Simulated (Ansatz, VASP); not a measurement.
## Ga2TeS5: VASP beside Ansatz

Contents of INCAR:

```
SYSTEM = Ga2TeS5
PREC = Accurate
ENCUT = 600
EDIFF = 1E-6
ISMEAR = 0
SIGMA = 0.02
LREAL = .False.
LASPH = .True.
NELM = 60
ALGO = Normal
ISIF = 3
LWAVE = .False.
LCHARG = .False.
GGA = PE
IBRION = 2
NSW = 100
EDIFFG = -0.01
```

KPOINTS

```
regular mesh
0
Gamma
  6 6 6
  0 0 0
```

Contents of POSCAR:

```
Ga2TeS5
1.0
   -4.1184468419      4.1184468419      3.1174681550
    4.1184468419     -4.1184468419      3.1174681550
    4.1184468419      4.1184468419     -3.1174681550
Ga Te S
2 1 5
Direct
    0.7454565729      0.2454565729      0.5000000000
    0.2454565729      0.7454565729      0.5000000000
    0.0345240822      0.0345240822      0.0000000000
    0.3199096695      0.1073228678      0.4355413917
    0.1073228678      0.6717814761      0.7874131983
    0.8843682778      0.3199096695      0.2125868017
    0.6717814761      0.8843682778      0.5644586083
    0.3911804807      0.3911804807      0.0000000000
```

Input for Ansatz:

```yaml
crystal:
  lattice:
    - [-4.1184468445, 4.1184468445, 3.117468164]
    - [4.1184468445, -4.1184468445, 3.117468164]
    - [4.1184468445, 4.1184468445, -3.117468164]
  atoms:
    - { symbol: Ga, position: [0.7454565744, 0.2454565744, 0.5] }
    - { symbol: Ga, position: [0.2454565744, 0.7454565744, 0.5] }
    - { symbol: Te, position: [0.0345240789, 0.0345240789, 0.0] }
    - { symbol: S, position: [0.3199096704, 0.1073228676, 0.4355413898] }
    - { symbol: S, position: [0.1073228676, 0.6717814778, 0.7874131972] }
    - { symbol: S, position: [0.8843682806, 0.3199096704, 0.2125868028] }
    - { symbol: S, position: [0.6717814778, 0.8843682806, 0.5644586102] }
    - { symbol: S, position: [0.391180476, 0.391180476, 0.0] }
basis:
  ecutwfc: 420
kpoints:
  mp_grid: { grid: [6, 6, 6] }
hamiltonian:
  xc: pbe
scf:
  occupations: { method: gaussian, width: 0.02 }
output:
  forces: true
  stress: true
  eigenvalues: true
relax:
  adjacent_minimum: "off"
  f_tol: 0.01
  max_steps: 80
  cell: { stress_tol: 0.05 }
```

Alike in both runs: task relaxation of cell and atoms; functional PBE; k mesh 6 × 6 × 6; occupations gaussian, width 0.02 eV; no spin polarisation.

|  | VASP | Ansatz |
| --- | --- | --- |
| version | VASP 6.6.1 | Ansatz 0.2.0 |
| potentials or method | VASP PAW PBE potentials, release 64 (Ga_d, Te, S), cutoff 600 eV | scalar-relativistic, plane waves, PAW |
| valence electrons in the cell | 62 | 72 |

```csv
,VASP,Ansatz,Ansatz less VASP
"gap on the k mesh at the Fermi level, each at its own relaxed structure (eV)",1.55,1.54,-0.007
relaxed volume (Å³/atom),26.39,26.44,+0.053
relaxed length of the cell vector where the two differ most in proportion (Å),6.604,6.608,+0.0038
```

VASP's potentials hold 62 valence electrons a cell and Ansatz's 72, so a difference there can come from the potentials and not from the codes.

Neither program's run includes spin-orbit coupling.
